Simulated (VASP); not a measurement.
A run of VASP 6.6.1:

File INCAR:

```
ALGO     = Normal         # electronic algorithm
EDIFF    = 1E-6           # SCF threshold, eV
ENCUT    = 520            # plane-wave cutoff, eV
GGA      = PE             # functional
ISIF     = 2              # what is computed and relaxed
ISMEAR   = 0              # smearing method
LASPH    = True           # aspherical terms in the spheres
LCHARG   = False          # write CHGCAR
LREAL    = False          # projectors in reciprocal space
LWAVE    = False          # write WAVECAR
NBANDS   = 20             # bands
NELM     = 60             # most SCF steps
PREC     = Accurate       # precision mode
SIGMA    = 0.05           # smearing width, eV
```

Contents of KPOINTS:

```
k-points
0
Gamma
  12 12 12
```

The input POSCAR:

```
SnO2
1.0
    1.5965564961      0.9217723228      4.8567771841
   -1.5965564961      0.9217723228      4.8567771841
    0.0000000000     -1.8435446456      4.8567771841
Sn O
1 2
Direct
    0.5049182473      0.4950817527      0.5000000000
    0.2166363734      0.2531289750      0.2348826742
    0.7468710250      0.7833636266      0.7651173258
```

Potentials or basis: VASP PAW PBE potentials, release 64 (Sn_d, O).

The run is started by

```console
$ cat potpaw_PBE.64/Sn_d/POTCAR potpaw_PBE.64/O/POTCAR > POTCAR
$ mpirun -np 1 vasp_std > vasp.out
```

Hardware: 1 thread of AMD EPYC 7R43 64-Core Processor (Zen 3) (shared host).

Q: Estimate the wall time of this run.

A: It took 17 min on 1 thread of AMD EPYC 7R43 64-Core Processor (Zen 3), on a shared host, peak memory 0.48 GiB. Counts: scf iterations 13, k points 476.
